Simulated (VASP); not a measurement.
# Ge (Fd-3m) in VASP: a series of runs

Runs on Ge. Level: PBE. Tasks: single point.

Everything below comes from runs of VASP 6.6.1. Logs are shortened: lines on timing, memory, paths and dates and some standing lists are left out, and cuts for length are marked.

## Step 1: The cell of the first run

The structure is cubic, space group Fd-3m (No. 227). Conventional cell: a = 12.677 Å, b = 12.677 Å, c = 12.677 Å, α = 90.00°, β = 90.00°, γ = 90.00°. Ge (site symmetry 3m) has 4 Ge at 2.32 to 2.65 Å within 3.1 Å.

The cell was built from a structure type or drawn by symmetry, and may not be a known phase.

## Step 2: Single point, PBE

The input, INCAR:

```
PREC = Accurate
ENCUT = 520
EDIFF = 1E-6
ISMEAR = 0
SIGMA = 0.1
LREAL = False
LASPH = True
NELM = 60
ALGO = Normal
ISIF = 2
LWAVE = False
LCHARG = False
GGA = PE
NBANDS = 66
```

The input, KPOINTS:

```
Automatic mesh
0
Gamma
  4 4 4
```

The input, POSCAR:

```
Ge
1.0
    0.0000000000      6.3383725900      6.3383725900
    6.3383725900      0.0000000000      6.3383725900
    6.3383725900      6.3383725900      0.0000000000
Ge
8
Direct
    0.8062530200      0.0645823300      0.0645823300
    0.1854176700      0.1854176700      0.1854176700
    0.1854176700      0.1854176700      0.4437469800
    0.1854176700      0.4437469800      0.1854176700
    0.0645823300      0.8062530200      0.0645823300
    0.0645823300      0.0645823300      0.0645823300
    0.0645823300      0.0645823300      0.8062530200
    0.4437469800      0.1854176700      0.1854176700
```

Potentials or basis: VASP PAW PBE potentials, release 64 (Ge_d).

On the command line:

```sh
> cat potpaw_PBE.64/Ge_d/POTCAR > POTCAR
> mpirun -np 1 vasp_std > vasp.out
```

OUTCAR:

```text
PREC = Accurate
   ENCUT = 520
   EDIFF = 1E-6
   ISMEAR = 0
   LREAL = False
   LASPH = True
   NELM = 60
   ISIF = 2
   GGA = PE

 ion  position               nearest neighbor table
   1  0.806  0.065  0.065-   5 2.32   6 2.32   7 2.32   8 2.65
   2  0.185  0.185  0.185-   3 2.32   4 2.32   8 2.32   6 2.65
   3  0.185  0.185  0.444-   2 2.32   4 2.32   8 2.32   7 2.65
   4  0.185  0.444  0.185-   2 2.32   3 2.32   8 2.32   5 2.65
   5  0.065  0.806  0.065-   1 2.32   6 2.32   7 2.32   4 2.65
   6  0.065  0.065  0.065-   1 2.32   5 2.32   7 2.32   2 2.65
   7  0.065  0.065  0.806-   1 2.32   5 2.32   6 2.32   3 2.65
   8  0.444  0.185  0.185-   2 2.32   3 2.32   4 2.32   1 2.65

  LATTYP: Found a face centered cubic cell.
 ALAT       =    12.6767451800

  Lattice vectors:

 A1 = (   0.0000000000,   6.3383725900,   6.3383725900)
 A2 = (   6.3383725900,   0.0000000000,   6.3383725900)
 A3 = (   6.3383725900,   6.3383725900,   0.0000000000)

Analysis of symmetry for initial positions (statically):
=====================================================================
 Subroutine PRICEL returns:
 Original cell was already a primitive cell.

 Routine SETGRP: Setting up the symmetry group for a
 face centered cubic supercell.

 Subroutine GETGRP returns: Found 48 space group operations
 (whereof 24 operations were pure point group operations)
 out of a pool of 48 trial point group operations.

The static configuration has the point symmetry T_d .
 The point group associated with its full space group is O_h .

Analysis of symmetry for dynamics (positions and initial velocities):
=====================================================================
 Subroutine PRICEL returns:
 Original cell was already a primitive cell.

 Routine SETGRP: Setting up the symmetry group for a
 face centered cubic supercell.

 Subroutine GETGRP returns: Found 48 space group operations
 (whereof 24 operations were pure point group operations)
 out of a pool of 48 trial point group operations.

The dynamic configuration has the point symmetry T_d .
 The point group associated with its full space group is O_h .

 Subroutine INISYM returns: Found 48 space group operations
 (whereof 24 operations are pure point group operations),
 and found     1 'primitive' translations

----------------------------------------------------------------------------------------

                                     Primitive cell

  volume of cell :     509.2878

  direct lattice vectors                    reciprocal lattice vectors
     0.000000000  6.338372590  6.338372590    -0.078884602  0.078884602  0.078884602
     6.338372590  0.000000000  6.338372590     0.078884602 -0.078884602  0.078884602
     6.338372590  6.338372590  0.000000000     0.078884602  0.078884602 -0.078884602

  length of vectors
     8.963812480  8.963812480  8.963812480     0.136632139  0.136632139  0.136632139

  position of ions in fractional coordinates (direct lattice)
     0.806253020  0.064582330  0.064582330
     0.185417670  0.185417670  0.185417670
     0.185417670  0.185417670  0.443746980
     0.185417670  0.443746980  0.185417670
     0.064582330  0.806253020  0.064582330
     0.064582330  0.064582330  0.064582330
     0.064582330  0.064582330  0.806253020
     0.443746980  0.185417670  0.185417670

  ion indices of the primitive-cell ions
   primitive index   ion index
                 1           1
                 2           2
                 3           3
                 4           4
                 5           5
                 6           6
                 7           7
                 8           8

----------------------------------------------------------------------------------------

 KPOINTS: Automatic mesh

Automatic generation of k-mesh.
 Grid dimensions read from file:
 generate k-points for:    4    4    4

 Generating k-lattice:

  Cartesian coordinates                     Fractional coordinates (reciprocal lattice)
    -0.019721151  0.019721151  0.019721151     0.250000000  0.000000000  0.000000000
     0.019721151 -0.019721151  0.019721151     0.000000000  0.250000000  0.000000000
     0.019721151  0.019721151 -0.019721151     0.000000000  0.000000000  0.250000000

  Length of vectors
     0.034158035  0.034158035  0.034158035

  Shift w.r.t. Gamma in fractional coordinates (k-lattice)
     0.000000000  0.000000000  0.000000000

 Subroutine IBZKPT returns following result:
 ===========================================

 Found      8 irreducible k-points:

 Following reciprocal coordinates:
            Coordinates               Weight
  0.000000  0.000000  0.000000      1.000000
  0.250000  0.000000  0.000000      8.000000
  0.500000  0.000000  0.000000      4.000000
  0.250000  0.250000  0.000000      6.000000
  0.500000  0.250000  0.000000     24.000000
 -0.250000  0.250000  0.000000     12.000000
  0.500000  0.500000  0.000000      3.000000
 -0.250000  0.500000  0.250000      6.000000
   k-points           NKPTS =      8   k-points in BZ     NKDIM =      8   number of bands    NBANDS=     66
   number of dos      NEDOS =    301   number of ions     NIONS =      8
   total plane-waves  NPLWV = 343000
   dimension x,y,z NGX =    70 NGY =   70 NGZ =   70
   dimension x,y,z NGXF=   140 NGYF=  140 NGZF=  140
   ions per type =               8
   NGX,Y,Z   is equivalent  to a cutoff of  12.98, 12.98, 12.98 a.u.
   NGXF,Y,Z  is equivalent  to a cutoff of  25.96, 25.96, 25.96 a.u.
 SYSTEM =  unknown system
   PREC   = accura    normal or accurate (medium, high low for compatibility)
   ISTART =      0    job   : 0-new  1-cont  2-samecut
   ICHARG =      2    charge: 1-file 2-atom 10-const
   ISPIN  =      1    spin polarized calculation?
   LNONCOLLINEAR =      F non collinear calculations
   LSORBIT =      F    spin-orbit coupling
   LASPH  =      T    aspherical Exc in radial PAW
   ENCUT  =  520.0 eV  38.22 Ry    6.18 a.u.  16.67 16.67 16.67*2*pi/ulx,y,z
   NELM   =     60;   NELMIN=  2; NELMDL= -5     # of ELM steps
   EDIFF  = 0.1E-05   stopping-criterion for ELM
   LREAL  =      F    real-space projection
   EDIFFG = 0.1E-04   stopping-criterion for IOM
   NSW    =      0    number of steps for IOM
   IBRION =     -1    ionic relax: 0-MD 1-quasi-New 2-CG
   NFREE  =      0    steps in history (QN), initial steepest desc. (CG)
   ISIF   =      2    stress and relaxation
   ISYM   =      2    0-nonsym 1-usesym 2-fastsym
   POTIM  = 0.5000    time-step for ionic-motion
   TEBEG  =    0.0;   TEEND  =   0.0 temperature during run
   PSTRESS=    0.0 pullay stress
   NELECT =     112.0000    total number of electrons
   NUPDOWN=      -1.0000    fix difference up-down
   EMIN   =  10.00;   EMAX   =-10.00  energy-range for DOS
   EFERMI =   0.00;   METHOD = LEGACY
   ISMEAR =     0;   SIGMA  =   0.10  broadening in eV -4-tet -1-fermi 0-gaus
   EFERMI_NEDOS =   21; number of points for ismear=-14 and -15
   IALGO  =     38    algorithm
   IMIX   =      4    mixing-type and parameters
     AMIX     =   0.40;   BMIX     =  1.00
     AMIX_MAG =   1.60;   BMIX_MAG =  1.00
  volume/ion in A,a.u.               =      63.66       429.61
  Fermi-wavevector in a.u.,A,eV,Ry     =   0.988158  1.867348 13.285495  0.976456
  Thomas-Fermi vector in A             =   2.119664
   LORBIT       =      0    0 simple, 1 ext, 2 COOP (PROOUT), +10 PAW based schemes
   GGA     = PE    functional components
   LHFCALC =     F    Hartree Fock is set to
   AEXX    =    0.0000 exact exchange contribution
   IVDW    =     0    specifies the selected vdW correction
   LEPSILON=     F    determine dielectric tensor
   LRPA    =     F    only Hartree local field effects (RPA)
 non-spin polarized calculation
 Gauss-broadening in eV      SIGMA  =   0.10
  energy-cutoff  :      520.00
  volume of cell :      509.29
 maximum number of plane-waves:     13762
 NGX is ok and might be reduce to    70
   NGX = 33   NGY = 33   NGZ = 33

 number of electron     111.9999967 magnetization

 Free energy of the ion-electron system (eV)
  ---------------------------------------------------
  ext. energy  EPLUGINS =         0.00000000
  ---------------------------------------------------
  free energy    TOTEN  =       -24.92951054 eV

  energy without entropy =      -24.92377534  energy(sigma->0) =      -24.92664294

 E-fermi :  -1.1819     XC(G=0):  -4.8972

 val. band max:       -1.2629479434   @ k =   0.2500   0.2500   0.0000
 cond. band min:      -1.0315099588   @ k =   0.2500   0.0000   0.0000
 fundamental gap:      0.2314379846
 Fermi energy:        -1.1818701094

 k-point     1 :       0.0000    0.0000    0.0000
  band No.  band energies     occupation
      1     -26.5054      2.00000
      2     -26.3861      2.00000
      3     -26.2569      2.00000
      4     -26.2569      2.00000
      5     -26.2569      2.00000
      6     -26.2380      2.00000
[... 58 lines left out ...]
     65       3.4824      0.00000
     66       3.4825      0.00000

 k-point     2 :       0.2500    0.0000    0.0000
  band No.  band energies     occupation
      1     -26.4954      2.00000
      2     -26.4026      2.00000
      3     -26.2620      2.00000
      4     -26.2554      2.00000
      5     -26.2554      2.00000
      6     -26.2423      2.00000
[... 58 lines left out ...]
     65       3.0248      0.00000
     66       3.3462      0.00000

 k-point     3 :       0.5000    0.0000    0.0000
  band No.  band energies     occupation
      1     -26.4809      2.00000
      2     -26.4232      2.00000
      3     -26.2646      2.00000
      4     -26.2529      2.00000
      5     -26.2529      2.00000
      6     -26.2467      2.00000
[... 58 lines left out ...]
     65       2.6123      0.00000
     66       2.6123      0.00000

 k-point     4 :       0.2500    0.2500    0.0000
  band No.  band energies     occupation
      1     -26.4913      2.00000
      2     -26.4087      2.00000
      3     -26.2607      2.00000
      4     -26.2607      2.00000
      5     -26.2549      2.00000
      6     -26.2430      2.00000
[... 58 lines left out ...]
     65       2.9323      0.00000
     66       2.9323      0.00000

 k-point     5 :       0.5000    0.2500    0.0000
  band No.  band energies     occupation
      1     -26.4733      2.00000
      2     -26.4326      2.00000
      3     -26.2660      2.00000
      4     -26.2601      2.00000
      5     -26.2509      2.00000
      6     -26.2448      2.00000
[... 58 lines left out ...]
     65       2.7939      0.00000
     66       3.0102      0.00000

 k-point     6 :      -0.2500    0.2500    0.0000
  band No.  band energies     occupation
      1     -26.4809      2.00000
      2     -26.4231      2.00000
      3     -26.2663      2.00000
      4     -26.2559      2.00000
      5     -26.2535      2.00000
      6     -26.2459      2.00000
[... 58 lines left out ...]
     65       2.7022      0.00000
     66       2.9973      0.00000

 k-point     7 :       0.5000    0.5000    0.0000
  band No.  band energies     occupation
      1     -26.4539      2.00000
      2     -26.4539      2.00000
      3     -26.2636      2.00000
      4     -26.2636      2.00000
      5     -26.2497      2.00000
      6     -26.2497      2.00000
[... 58 lines left out ...]
     65       3.0585      0.00000
     66       3.0735      0.00000

 k-point     8 :      -0.2500    0.5000    0.2500
  band No.  band energies     occupation
      1     -26.4539      2.00000
      2     -26.4539      2.00000
      3     -26.2651      2.00000
      4     -26.2651      2.00000
      5     -26.2455      2.00000
      6     -26.2455      2.00000
[... 58 lines left out ...]
     65       3.1763      0.00000
     66       3.1766      0.00000

------------------------ aborting loop because EDIFF is reached ----------------------------------------

  FORCE on cell =-STRESS in cart. coord.  units (eV):
  Direction    XX          YY          ZZ          XY          YZ          ZX
  --------------------------------------------------------------------------------------
  -------------------------------------------------------------------------------------
  Total       12.1280628     12.1280628     12.1280628      0.0000000     -0.0000000      0.0000000
  in kB       38.1538817     38.1538817     38.1538817      0.0000000     -0.0000000      0.0000000
  external PRESSURE =      38.1538817 kB  Pullay stress =       0.0000000 kB

 VOLUME and BASIS-vectors are now :
 -----------------------------------------------------------------------------
  energy-cutoff  :      520.00
  volume of cell :      509.29
      direct lattice vectors                 reciprocal lattice vectors
     0.000000000  6.338372590  6.338372590    -0.078884602  0.078884602  0.078884602
     6.338372590  0.000000000  6.338372590     0.078884602 -0.078884602  0.078884602
     6.338372590  6.338372590  0.000000000     0.078884602  0.078884602 -0.078884602

 POSITION                                       TOTAL-FORCE (eV/Angst)
 -----------------------------------------------------------------------------------
      0.81869      5.51968      5.51968         3.532183     -3.532183     -3.532183
      2.35049      2.35049      2.35049        -3.532183     -3.532183     -3.532183
      3.98788      3.98788      2.35049         3.532183      3.532183     -3.532183
      3.98788      2.35049      3.98788         3.532183     -3.532183      3.532183
      5.51968      0.81869      5.51968        -3.532183      3.532183     -3.532183
      0.81869      0.81869      0.81869         3.532183      3.532183      3.532183
      5.51968      5.51968      0.81869        -3.532183     -3.532183      3.532183
      2.35049      3.98788      3.98788        -3.532183      3.532183      3.532183
 -----------------------------------------------------------------------------------
    total drift:                                0.000096      0.000096      0.000108

  FREE ENERGIE OF THE ION-ELECTRON SYSTEM (eV)
  ---------------------------------------------------
  free  energy   TOTEN  =       -24.9295105421 eV

  energy  without entropy=      -24.9237753436  energy(sigma->0) =      -24.92664294
```

It took 6.2 min on 1 thread of Intel Xeon 6975P-C (Granite Rapids), shared host; peak memory 0.7 GiB.

Results:

- Free energy: -24.9295 eV
- Pressure: 3.8 GPa
- Largest force: 6.118 eV/Å
- Band gap on the k mesh: zero (bands 56 and 57 overlap by 0.04 eV)

Forces in eV/Å, atoms in the order of the input:
```
Ge   3.532 -3.532 -3.532
Ge  -3.532 -3.532 -3.532
Ge   3.532  3.532 -3.532
Ge   3.532 -3.532  3.532
Ge  -3.532  3.532 -3.532
Ge   3.532  3.532  3.532
Ge  -3.532 -3.532  3.532
Ge  -3.532  3.532  3.532
```

Caveat: the cell stands under pressure; semilocal functionals underestimate gaps, so a narrow gap can read as zero; forces of over 1 eV/Å act on the atoms, so gaps and moduli don't describe the material at rest.

## Step 3: Single point, PBE

This run uses another cell than the first one, of 67.14 Å³/atom.

The input, INCAR:

```
SYSTEM = Ge
ALGO = Normal ; EDIFF = 1E-7
ENCUT = 520 ; GGA = PE
ISIF = 2 ; ISMEAR = 0
LASPH = .TRUE. ; LCHARG = .TRUE.
LELF = .TRUE. ; LREAL = .FALSE.
LVHAR = .TRUE. ; LWAVE = .FALSE.
NBANDS = 66 ; NELM = 60
PREC = Accurate ; SIGMA = 0.1
```

The input, KPOINTS:

```
k-points
0
G
  4 4 4
  0 0 0
```

The input, POSCAR:

```
Ge
1.0
    0.0000000000      6.4518713387      6.4518713387
    6.4518713387      0.0000000000      6.4518713387
    6.4518713387      6.4518713387      0.0000000000
Ge
8
Direct
    0.7852309061      0.0715896980      0.0715896980
    0.1784103020      0.1784103020      0.1784103020
    0.1784103020      0.1784103020      0.4647690939
    0.1784103020      0.4647690939      0.1784103020
    0.0715896980      0.7852309061      0.0715896980
    0.0715896980      0.0715896980      0.0715896980
    0.0715896980      0.0715896980      0.7852309061
    0.4647690939      0.1784103020      0.1784103020
```

Potentials or basis: VASP PAW PBE potentials, release 64 (Ge_d).

On the command line:

```sh
> cat potpaw_PBE.64/Ge_d/POTCAR > POTCAR
> mpirun -np 1 vasp_std > vasp.out
```

Run time: 6 min. Hardware: 1 thread of Intel Xeon 6975P-C (Granite Rapids), shared host; peak memory 0.76 GiB.

Results (log left out):

```yaml
Free_energy: -28.5164 eV
Pressure: 0.0 GPa
Largest_force: 0.005 eV/Å
Band_gap_on_the_k_mesh: zero (bands 56 and 57 overlap by 0.51 eV)
```

Forces in eV/Å, atoms in the order of the input:
```
Ge   0.003 -0.003 -0.003
Ge  -0.003 -0.003 -0.003
Ge   0.003  0.003 -0.003
Ge   0.003 -0.003  0.003
Ge  -0.003  0.003 -0.003
Ge   0.003  0.003  0.003
Ge  -0.003 -0.003  0.003
Ge  -0.003  0.003  0.003
```

Levels at points of the mesh, in eV from the Fermi level:
```tsv
k point	band 54	band 55	band 56	band 57	band 58	band 59
(0.00, 0.00, 0.00)	-1.36	-0.51	-0.51	-0.51	0.82	0.82
(0.50, 0.00, 0.00)	-1.16	0.00	0.00	0.07	0.07	0.80
(0.50, 0.50, 0.00)	-0.72	-0.71	-0.71	0.32	0.32	1.31
```

Caveat: semilocal functionals underestimate gaps, so a narrow gap can read as zero.

## Step 4: Single point, PBE

This run uses another cell than the first one, of 67.14 Å³/atom.

The input, INCAR:

```
SYSTEM = Ge
PREC = Accurate
ENCUT = 520
EDIFF = 1E-6
ISMEAR = 0
SIGMA = 0.1
LREAL = .False.
LASPH = .True.
NELM = 100
ALGO = Normal
ISIF = 2
LWAVE = .False.
LCHARG = .True.
GGA = PE
LELF = .True.
LVHAR = .True.
NBANDS = 66
```

The input, KPOINTS:

```
Automatic mesh
0
Gamma
  6 6 6
  0 0 0
```

The input, POSCAR:

```
Ge
1.0
    0.0000000000      6.4518713387      6.4518713387
    6.4518713387      0.0000000000      6.4518713387
    6.4518713387      6.4518713387      0.0000000000
Ge
8
Direct
    0.2852309061      0.5715896980      0.5715896980
    0.6784103020      0.6784103020      0.6784103020
    0.6784103020      0.6784103020      0.9647690939
    0.6784103020      0.9647690939      0.6784103020
    0.5715896980      0.2852309061      0.5715896980
    0.5715896980      0.5715896980      0.5715896980
    0.5715896980      0.5715896980      0.2852309061
    0.9647690939      0.6784103020      0.6784103020
```

On the command line:

```sh
> cat potpaw_PBE.64/Ge_d/POTCAR > POTCAR
> mpirun -np 1 vasp_std > vasp.out
```

Run time: 10 min. Hardware: 1 thread of Intel Xeon 6975P-C (Granite Rapids), shared host; peak memory 0.92 GiB.

It converged, with:

```yaml
Free_energy: -28.5286 eV
Pressure: 0.0 GPa
Largest_force: 0.004 eV/Å
Band_gap_on_the_k_mesh: zero (bands 56 and 57 overlap by 0.51 eV)
```

Forces on the atoms (eV/Å):
```
Ge   0.002 -0.002 -0.002
Ge  -0.002 -0.002 -0.002
Ge   0.002  0.002 -0.002
Ge   0.002 -0.002  0.002
Ge  -0.002  0.002 -0.002
Ge   0.002  0.002  0.002
Ge  -0.002 -0.002  0.002
Ge  -0.002  0.002  0.002
```

Levels at points of the mesh, in eV from the Fermi level:
| k point | band 52 | band 53 | band 54 | band 55 | band 56 | band 57 | band 58 | band 59 | band 60 | band 61 |
| --- | --- | --- | --- | --- | --- | --- | --- | --- | --- | --- |
| (0.00, 0.00, 0.00) | -1.64 | -1.36 | -1.36 | -0.51 | -0.51 | -0.51 | 0.82 | 0.82 | 1.54 | 1.54 |
| (0.50, 0.00, 0.00) | -2.11 | -1.15 | -1.15 | 0.01 | 0.01 | 0.08 | 0.08 | 0.80 | 1.30 | 1.55 |
| (0.50, 0.50, 0.00) | -2.37 | -0.71 | -0.71 | -0.71 | -0.71 | 0.32 | 0.32 | 1.32 | 1.32 | 2.47 |

Caveat: semilocal functionals underestimate gaps, so a narrow gap can read as zero.

## Step 5: The runs side by side

| cell | k mesh | gap on the mesh (eV) | pressure (GPa) | largest force (eV/Å) |
| --- | --- | --- | --- | --- |
| a = 8.964 Å, angles 60.0°, 8 atoms, atomic positions A | 4 × 4 × 4 | none | 3.8 | 6.12 |
| a = 9.124 Å, angles 60.0°, 8 atoms, atomic positions B | 4 × 4 × 4 | none | 0.0 | 0.01 |
| a = 9.124 Å, angles 60.0°, 8 atoms, atomic positions B | 6 × 6 × 6 | none | 0.0 | - |

Alike in all rows: task single point; level PBE; potentials or basis VASP PAW PBE potentials, release 64 (Ge_d); no spin polarisation; cutoff (eV) 520; smearing gaussian 0.1 eV.

Caveats: semilocal functionals underestimate gaps, so a narrow gap can read as zero; the cell stands under pressure (at least some runs); forces of over 1 eV/Å act on the atoms, so gaps and moduli don't describe the material at rest (at least some runs).

Total energies depend on the potentials used, so only differences within one code and one set of settings carry meaning.
